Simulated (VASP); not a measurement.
Crystal: LiF.

```
Li F
1.0
     0.00000    2.00380    2.00380
     2.00380    0.00000    2.00380
     2.00380    2.00380    0.00000
Li F
1 1
Direct
  0.00000 0.00000 0.00000
  0.50000 0.50000 0.50000
```

Base run:

```yaml
Program: VASP 6.6.1
Functional: r2SCAN
Potentials_or_basis: VASP PAW PBE potentials, release 64 (Li_sv, F)
Cutoff: 520 eV
k_mesh: 10 × 10 × 10
Occupations: fermi-dirac, width 0.05 eV
Spin: no spin polarisation
```

Its results: band gap on the k mesh 10.43 eV, direct.

Task: The run is repeated on the same cell with these changes: functional from r2SCAN to PBEsol; further incar settings from ALGO = Normal; EDIFF = 1e-07; NBANDS = 12 to ALGO = Normal; EDIFF = 1e-06; NBANDS = 12. What comes out?

Result: Band gap on the k mesh 9.06 eV, direct.

A k mesh can miss the band edges.
